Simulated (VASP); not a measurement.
Here is a VASP 6.6.1 calculation.

INCAR

```
ALGO = Normal
EDIFF = 1E-6
ENCUT = 500
GGA = PE
GGA_COMPAT = False
ISIF = 2
ISMEAR = 0
LASPH = True
LCHARG = False
LREAL = False
LWAVE = False
NBANDS = 16
NELM = 120
PREC = Accurate
SIGMA = 0.01
```

KPOINTS

```
k-points
0
Gamma
  4 4 4
```

POSCAR

```
CdSe
1.0
    0.0000000000      3.0981512681      3.0981512681
    3.0981512681      0.0000000000      3.0981512681
    3.0981512681      3.0981512681      0.0000000000
Cd Se
1 1
Direct
    0.0000000000      0.0000000000      0.0000000000
    0.2500000000      0.2500000000      0.2500000000
```

Potentials or basis: VASP PAW PBE potentials, release 64 (Cd, Se).

Launch:

```console
$ cat potpaw_PBE.64/Cd/POTCAR potpaw_PBE.64/Se/POTCAR > POTCAR
$ mpirun -np 1 vasp_std > vasp.out
```

(1) Estimate the band gap on the k mesh.

(2) Estimate the pressure.

Results:

(1) 0.48 eV, direct.

(2) 0.4 GPa.

Caveat: the k points lie up to 0.44 Å⁻¹ apart.
